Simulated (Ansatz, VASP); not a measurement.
One calculation of SiO2, two programs

```
Si O
1.0
     4.90280    0.00000    0.00000
     0.00000    4.90280    0.00000
     0.00000    0.00000    6.77820
Si O
4 8
Direct
  0.31261 0.31261 0.00000
  0.18739 0.81261 0.25000
  0.68739 0.68739 0.50000
  0.81261 0.18739 0.75000
  0.23338 0.13096 0.19238
  0.36904 0.73338 0.44238
  0.76662 0.86904 0.69238
  0.63096 0.26662 0.94238
  0.73338 0.36904 0.55762
  0.86904 0.76662 0.30762
  0.26662 0.63096 0.05762
  0.13096 0.23338 0.80762
```

Alike in both runs: functional PBE; k mesh 5 × 5 × 4; occupations fermi-dirac, width 0.02 eV; no spin polarisation.

Ansatz relaxed the structure, and its values are those at the end. VASP's run is a single point on that final structure, the one shown.

|  | VASP | Ansatz |
| --- | --- | --- |
| version | VASP 6.6.1 | Ansatz 0.2.0 |
| potentials or method | VASP PAW PBE potentials, release 64 (Si, O) | plane-wave PAW, scalar-relativistic |
| plane-wave cutoff (eV) | 520 | 420 |
| valence electrons in the cell | 64 | 64 |

```csv
,VASP,Ansatz,Ansatz less VASP
gap on the k mesh at the Fermi level (eV),5.69,5.69,-0.001
pressure (GPa),2.4,2.3,-0.16
rms of the force components (eV/Å),0.011,0.005,-0.0063
```

The functional is the same, so the differences come from potentials, cutoffs and numerics. Ansatz's warnings: stress scf threshold loose.
